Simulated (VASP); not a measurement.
Write the native input for VASP 6.6.1 that does the following.

```yaml
Task: single point
Functional: PBE
Potentials_or_basis: VASP PAW PBE potentials, release 64 (Bi_d)
Cutoff: 520 eV
k_mesh: 7 × 7 × 7
Occupations: gaussian, width 0.1 eV
Spin: no spin polarisation
Dipole_correction: no
Further_INCAR_settings: ALGO = Normal; EDIFF = 1e-06; NBANDS = 22
```

The structure of Bi lies in POSCAR:

```
Bi
1.0
    2.2675000000      1.3091417354      3.9380000000
   -2.2675000000      1.3091417354      3.9380000000
    0.0000000000     -2.6182834708      3.9380000000
Bi
2
Direct
    0.7660000000      0.7660000000      0.7660000000
    0.2340000000      0.2340000000      0.2340000000
```

The input as run:

INCAR

```
ALGO     = Normal         # electronic algorithm
EDIFF    = 1E-6           # SCF threshold, eV
ENCUT    = 520            # plane-wave cutoff, eV
GGA      = PE             # functional
ISIF     = 2              # what is computed and relaxed
ISMEAR   = 0              # smearing method
LASPH    = T              # aspherical terms in the spheres
LCHARG   = F              # write CHGCAR
LREAL    = F              # projectors in reciprocal space
LWAVE    = F              # write WAVECAR
NBANDS   = 22             # bands
NELM     = 60             # most SCF steps
PREC     = Accurate       # precision mode
SIGMA    = 0.1            # smearing width, eV
```

KPOINTS

```
k-points
0
Gamma
  7 7 7
```

Potentials or basis: VASP PAW PBE potentials, release 64 (Bi_d).

The run is started by

```bash
$ cat potpaw_PBE.64/Bi_d/POTCAR > POTCAR
$ mpirun -np 1 vasp_std > vasp.out
```

It gave:

| Property | Result |
| --- | --- |
| Pressure | 2.0 GPa |
| Largest force | 0.205 eV/Å |
| Band gap on the k mesh | 0.27 eV, indirect (least direct gap 0.53 eV) |

Caveat: spin-orbit coupling is left out, which moves the levels of the heavy elements.

Run time: 2.2 min on 1 thread of Intel Xeon 6975P-C, on a shared host, peak memory 0.19 GiB.
